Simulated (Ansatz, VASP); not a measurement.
## One calculation of ScAl2N3, two programs

```
CELL_PARAMETERS angstrom
5.81270 -1.62158 0.09292
5.81270 1.62158 0.09292
-1.80426 0.00000 7.36730
ATOMIC_POSITIONS crystal
Al 0.94663 0.94663 0.38980
Al 0.88734 0.88734 0.77524
Al 0.22345 0.22345 0.44026
Al 0.55564 0.55564 0.11974
Sc 0.28564 0.28564 0.05408
Sc 0.60809 0.60809 0.71501
N 0.14527 0.14527 0.18700
N 0.47335 0.47335 0.86323
N 0.81716 0.81716 0.51626
N 0.76345 0.76345 0.89454
N 0.09303 0.09303 0.55286
N 0.43632 0.43632 0.25680
```

Alike in both runs: functional PBEsol; k mesh 8 × 8 × 4; occupations gaussian, width 0.02 eV; no spin polarisation.

Ansatz relaxed the structure, and its values are those at the end. VASP's run is a single point on that final structure, the one shown.

|  | VASP | Ansatz |
| --- | --- | --- |
| version | VASP 6.6.1 | Ansatz 0.2.0 |
| potentials or method | VASP PAW PBE potentials, release 64 (Al, Sc_sv, N), cutoff 520 eV | scalar-relativistic, plane waves, PAW |
| valence electrons in the cell | 64 | 64 |

|  | VASP | Ansatz | Ansatz less VASP |
| --- | --- | --- | --- |
| gap on the k mesh at the Fermi level (eV) | 3.53 | 3.52 | -0.010 |
| least direct gap on the mesh (eV) | 3.60 | 3.59 | -0.010 |
| pressure (GPa) | 0.3 | 0.0 | -0.30 |
| rms of the force components (eV/Å) | 0.020 | 0.001 | -0.0192 |

VASP's potentials were made for PBE, not for PBEsol.
